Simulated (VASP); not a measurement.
# AlN (F-43m) in VASP: settings compared, part 2 of 2

VASP 6.6.1. Earlier steps stand in the parts before.

## Step 4: Single point, PBE

This run uses another cell than the first one: it holds 4 atoms, not 2.

Input file INCAR:

```
PREC     = Accurate       # precision mode
ENCUT    = 600            # plane-wave cutoff, eV
EDIFF    = 1E-6           # SCF threshold, eV
ISMEAR   = 0              # smearing method
SIGMA    = 0.05           # smearing width, eV
LREAL    = F              # projectors in reciprocal space
LASPH    = T              # aspherical terms in the spheres
NELM     = 120            # most SCF steps
ALGO     = Normal         # electronic algorithm
ISIF     = 2              # what is computed and relaxed
LWAVE    = F              # write WAVECAR
LCHARG   = T              # write CHGCAR
GGA      = PE             # functional
LELF     = T              # ELF
LVHAR    = T            
NBANDS   = 16             # bands
ISYM     = 0            
GGA_COMPAT= F
```

Input file KPOINTS:

```
regular mesh
0
Gamma
  8 6 12
```

Input file POSCAR:

```
AlN
1.0
    3.1135143417      0.0000000000      0.0000000000
    0.0000000000      4.4031742087      0.0000000000
    0.0000000000      0.0000000000      3.1135143417
Al N
2 2
Direct
    0.0000000000      0.0000000000      0.0000000000
    0.5000000000      0.5000000000      0.5000000000
    1.0000000000      0.2500000000      0.5000000000
    0.5000000000      0.7500000000      1.0000000000
```

Potentials or basis: VASP PAW PBE potentials, release 64 (Al, N).

Launch:

```sh
$ cat potpaw_PBE.64/Al/POTCAR potpaw_PBE.64/N/POTCAR > POTCAR
$ mpirun -np 1 vasp_std > vasp.out
```

OUTCAR:

```text
PREC = Accurate
   ENCUT = 600
   EDIFF = 1E-6
   ISMEAR = 0
   LREAL = F
   LASPH = T
   NELM = 120
   ISIF = 2
   GGA = PE
   ISYM = 0

 ion  position               nearest neighbor table
   1  0.000  0.000  0.000-   3 1.91   4 1.91   3 1.91   4 1.91   2 3.11   2 3.11   2 3.11   2 3.11
                             2 3.11   2 3.11   2 3.11   2 3.11
   2  0.500  0.500  0.500-   3 1.91   4 1.91   4 1.91   3 1.91   1 3.11   1 3.11   1 3.11   1 3.11
                             1 3.11   1 3.11   1 3.11   1 3.11
   3  0.000  0.250  0.500-   1 1.91   2 1.91   1 1.91   2 1.91
   4  0.500  0.750  0.000-   1 1.91   2 1.91   2 1.91   1 1.91

IMPORTANT INFORMATION: All symmetrisations will be switched off!
NOSYMM: (Re-)initialisation of all symmetry stuff for point group C_1.

----------------------------------------------------------------------------------------

                                     Primitive cell

  volume of cell :      42.6842

  direct lattice vectors                    reciprocal lattice vectors
[... 165 lines left out ...]
 cond. band min:       9.0502183450   @ k =   0.5000   0.0000   0.5000
 fundamental gap:      3.3057048815
 Fermi energy:         6.0477771928

 k-point     1 :       0.0000    0.0000    0.0000
  band No.  band energies     occupation
      1      -9.0986      2.00000
      2      -6.5080      2.00000
      3       0.9148      2.00000
      4       3.9963      2.00000
      5       3.9963      2.00000
      6       5.7445      2.00000
[... 433 lines left out ...]
      3       1.3789      2.00000
      4       1.3789      2.00000
      5       4.9278      2.00000
      6       4.9278      2.00000
[... 8 lines left out ...]
     15      18.0056      0.00000
     16      18.0056      0.00000

 [... further k-points ...]

------------------------ aborting loop because EDIFF is reached ----------------------------------------

  FORCE on cell =-STRESS in cart. coord.  units (eV):
  Direction    XX          YY          ZZ          XY          YZ          ZX
  --------------------------------------------------------------------------------------
  -------------------------------------------------------------------------------------
  Total       -0.1015885     -0.1021632     -0.1020042     -0.0000003     -0.0000003      0.0000003
  in kB       -3.8131814     -3.8347554     -3.8287843     -0.0000109     -0.0000114      0.0000104
  external PRESSURE =      -3.8255737 kB  Pullay stress =       0.0000000 kB

 VOLUME and BASIS-vectors are now :
 -----------------------------------------------------------------------------
  energy-cutoff  :      600.00
  volume of cell :       42.68
      direct lattice vectors                 reciprocal lattice vectors
     3.113514342  0.000000000  0.000000000     0.321180470  0.000000000  0.000000000
     0.000000000  4.403174209  0.000000000     0.000000000  0.227108888  0.000000000
     0.000000000  0.000000000  3.113514342     0.000000000  0.000000000  0.321180470

 POSITION                                       TOTAL-FORCE (eV/Angst)
 -----------------------------------------------------------------------------------
      0.00000      0.00000      0.00000        -0.000000     -0.000072      0.000000
      1.55676      2.20159      1.55676        -0.000000     -0.000072      0.000000
      0.00000      1.10079      1.55676         0.000000      0.000071     -0.000000
      1.55676      3.30238      0.00000         0.000000      0.000073     -0.000000
 -----------------------------------------------------------------------------------
    total drift:                                0.000000      0.000001     -0.000000

  FREE ENERGIE OF THE ION-ELECTRON SYSTEM (eV)
  ---------------------------------------------------
  free  energy   TOTEN  =       -29.6978236066 eV

  energy  without entropy=      -29.6978236066  energy(sigma->0) =      -29.69782361
```

OSZICAR:

```text
N       E                     dE             d eps       ncg     rms          rms(c)
DAV:   1     0.465931049985E+02    0.46593E+02   -0.76548E+03  9432   0.974E+02
DAV:   2    -0.304091323928E+02   -0.77002E+02   -0.70136E+02 13120   0.209E+02
DAV:   3    -0.343432745454E+02   -0.39341E+01   -0.39221E+01 11952   0.491E+01
DAV:   4    -0.343694079255E+02   -0.26133E-01   -0.26131E-01 11048   0.428E+00
DAV:   5    -0.343697750400E+02   -0.36711E-03   -0.36711E-03 11672   0.499E-01    0.120E+01
DAV:   6    -0.296793955378E+02    0.46904E+01   -0.10734E+01 11616   0.248E+01    0.407E+00
DAV:   7    -0.297123773587E+02   -0.32982E-01   -0.69245E-01  9408   0.590E+00    0.289E+00
DAV:   8    -0.297029403702E+02    0.94370E-02   -0.67902E-02  9832   0.250E+00    0.643E-01
DAV:   9    -0.296974004850E+02    0.55399E-02   -0.12341E-02 12168   0.886E-01    0.255E-01
DAV:  10    -0.296979292901E+02   -0.52881E-03   -0.23025E-03 10064   0.314E-01    0.145E-01
DAV:  11    -0.296978224481E+02    0.10684E-03   -0.22256E-04 10832   0.120E-01    0.341E-02
DAV:  12    -0.296978239509E+02   -0.15028E-05   -0.13345E-05 11192   0.288E-02    0.741E-03
DAV:  13    -0.296978236066E+02    0.34431E-06   -0.37236E-06 11352   0.159E-02
   1 F= -.29697824E+02 E0= -.29697824E+02  d E =-.299331E-19
```

Run time: 1.8 min. Hardware: 1 thread of Intel Xeon 6975P-C (Granite Rapids), shared host; peak memory 0.32 GiB.

Results:

```
Free energy            : -29.6978 eV
Pressure               : -0.4 GPa
Band gap on the k mesh : 3.31 eV
```

A k mesh can miss the band edges.

## Step 5: Single point, PBE

This run uses another cell than the first one, of 9.15 Å³/atom.

Input file INCAR:

```
SYSTEM = AlN
ALGO = Normal ; EDIFF = 1E-6
ENCUT = 520 ; GGA = PE
ISIF = 2 ; ISMEAR = 0
LASPH = .TRUE. ; LCHARG = .FALSE.
LREAL = .FALSE. ; LWAVE = .FALSE.
NBANDS = 11 ; NELM = 100
PREC = Accurate ; SIGMA = 0.02
```

Input file KPOINTS:

```
k-points
0
G
  10 10 10
  0 0 0
```

Input file POSCAR:

```
AlN
1.0
    0.0000000000      2.0913181599      2.0913181599
    2.0913181599      0.0000000000      2.0913181599
    2.0913181599      2.0913181599      0.0000000000
Al N
1 1
Direct
    0.0000000000      0.0000000000      0.0000000000
    0.7500000000      0.7500000000      0.7500000000
```

Launch:

```sh
$ cat potpaw_PBE.64/Al/POTCAR potpaw_PBE.64/N/POTCAR > POTCAR
$ mpirun -np 1 vasp_std > vasp.out
```

It took 6.5 s on 1 thread of Intel Xeon Platinum 8259CL at 2.50GHz (Skylake/Cascade Lake), shared host; peak memory 0.13 GiB.

The run converged. Its results:

```
Free energy            : -14.5136 eV
Pressure               : 39.9 GPa
Band gap on the k mesh : 3.37 eV (least direct gap 5.28 eV)
```

Levels at points of the mesh, in eV from the valence-band top:
| k point | band 1 | band 2 | band 3 | band 4 | band 5 | band 6 | band 7 | band 8 | band 9 |
| --- | --- | --- | --- | --- | --- | --- | --- | --- | --- |
| (0.00, 0.00, 0.00) | -15.77 | 0.00 | 0.00 | 0.00 | 5.40 | 13.91 | 13.91 | 13.91 | 18.76 |
| (0.50, 0.00, 0.00) | -13.31 | -6.42 | -0.49 | -0.49 | 8.60 | 10.78 | 11.98 | 11.98 | 19.84 |
| (0.50, 0.50, 0.00) | -12.55 | -5.32 | -1.91 | -1.91 | 3.37 | 9.41 | 15.86 | 17.41 | 17.41 |

Caveat: the cell stands under pressure. A k mesh can miss the band edges.

## Step 6: The runs side by side

```csv
task,level,cell,k mesh,cutoff (eV),smearing,grid for exact exchange (PRECFOCK),share of exact exchange,screening parameter,gap on the mesh (eV),pressure (GPa)
relaxation of cell and atoms,PBE,"relaxed to 30 GPa from a = 3.114 Å, angles 60.0°, 2 atoms, atomic positions A",10 × 10 × 10,600,gaussian 0.01 eV,-,-,-,3.36,30.0
single point,HSE06,"a = 3.114 Å, angles 60.0°, 2 atoms, atomic positions A",8 × 8 × 8,520,gaussian 0.02 eV,Normal,0.25,0.2079 1/Å,4.53,-5.4
single point,PBE,"a = 3.114, b = 4.403 Å, 4 atoms, atomic positions B",8 × 6 × 12,600,gaussian 0.05 eV,-,-,-,3.31,-0.4
single point,PBE,"a = 2.958 Å, angles 60.0°, 2 atoms, atomic positions A",10 × 10 × 10,520,gaussian 0.02 eV,-,-,-,3.37,39.9
```

Alike in all rows: potentials or basis VASP PAW PBE potentials, release 64 (Al, N); no spin polarisation.

Caveats: the cell is relaxed towards a set pressure, so the run minimises the enthalpy, not the energy (at least some runs); the cell stands under tension (at least some runs); the PAW data sets were made with another functional, which shifts forces and pressure a little (at least some runs); the cell stands under pressure (at least some runs).

Total energies depend on the potentials used, so only differences within one code and one set of settings carry meaning.
